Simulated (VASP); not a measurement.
Write the native input for VASP 6.6.1 that does the following.

```yaml
Task: single point
Functional: r2SCANh
Potentials_or_basis: VASP PAW PBE potentials, release 64 (Al, N)
Cutoff: 580 eV
k_mesh: 2 × 2 × 1, shifted
Occupations: fermi-dirac, width 0.01 eV
Spin: no spin polarisation
Dipole_correction: no
Grid_for_exact_exchange_PRECFOCK: Normal
Further_INCAR_settings: ALGO = Normal; EDIFF = 1e-06; NBANDS = 26
Share_of_exact_exchange: 0.1
```

The system is AlN.

```xyz
8
Lattice="3.1298 0.0000 0.0000 -1.5649 2.7104 0.0000 0.0000 0.0000 10.0348" Properties=species:S:1:pos:R:3 pbc="T T T"
Al    1.5649    0.9035    2.5049
Al    0.0000    1.8070    5.0136
Al    1.5649    0.9035    7.5223
Al    0.0000    1.8070   10.0310
N     1.5649    0.9035    4.4192
N     0.0000    1.8070    1.9104
N     1.5649    0.9035    9.4366
N     0.0000    1.8070    6.9279
```

One way to write it, as run:

POSCAR

```
AlN
1.0
    3.1297569551      0.0000000300      0.0000000000
   -1.5648785050      2.7104490149      0.0000000000
    0.0000000000      0.0000000000     10.0348065900
Al N
4 4
Direct
    0.6666666667      0.3333333333      0.2496176850
    0.3333333333      0.6666666667      0.4996176850
    0.6666666667      0.3333333333      0.7496176850
    0.3333333333      0.6666666667      0.9996176850
    0.6666666667      0.3333333333      0.4403823150
    0.3333333333      0.6666666667      0.1903823150
    0.6666666667      0.3333333333      0.9403823150
    0.3333333333      0.6666666667      0.6903823150
```

INCAR.step1

```
SYSTEM = AlN
ALGO = Normal ; EDIFF = 1E-5
ENCUT = 580 ; GGA = PE
GGA_COMPAT = .False. ; ISIF = 2
ISMEAR = -1 ; LASPH = .True.
LCHARG = .False. ; LREAL = .False.
LWAVE = .True. ; NBANDS = 26
NELM = 120 ; PREC = Accurate
SIGMA = 0.01
```

INCAR.step2

```
SYSTEM = AlN
AEXX = 0.1 ; ALGO = Normal
EDIFF = 1E-6 ; ENCUT = 580
GGA_COMPAT = .False. ; ISIF = 2
ISMEAR = -1 ; ISTART = 1
LASPH = .True. ; LCHARG = .False.
LHFCALC = .True. ; LMIXTAU = .True.
LREAL = .False. ; LWAVE = .False.
METAGGA = R2SCAN ; NBANDS = 26
NELM = 120 ; PREC = Accurate
PRECFOCK = Normal ; SIGMA = 0.01
```

KPOINTS

```
Automatic mesh
0
Gamma
  2 2 1
  0.25 0.25 0.25
```

Potentials or basis: VASP PAW PBE potentials, release 64 (Al, N).

Launch:

```console
$ cat potpaw_PBE.64/Al/POTCAR potpaw_PBE.64/N/POTCAR > POTCAR
$ cp INCAR.step1 INCAR
$ mpirun -np 1 vasp_std > vasp.out
$ cp INCAR.step2 INCAR
$ mpirun -np 1 vasp_std > vasp.out
```

Results of the run:

The pressure is -6.6 GPa and the largest force is 0.118 eV/Å. The band gap on the k mesh is 7.15 eV.

Caveat: the k points lie up to 0.58 Å⁻¹ apart; the PAW data sets were made with another functional, which shifts forces and pressure a little; a shifted mesh leaves out Γ, where band edges can lie.

Run time: 25 min on 1 thread of Intel Xeon 8259CL (shared host), peak memory 0.27 GiB.
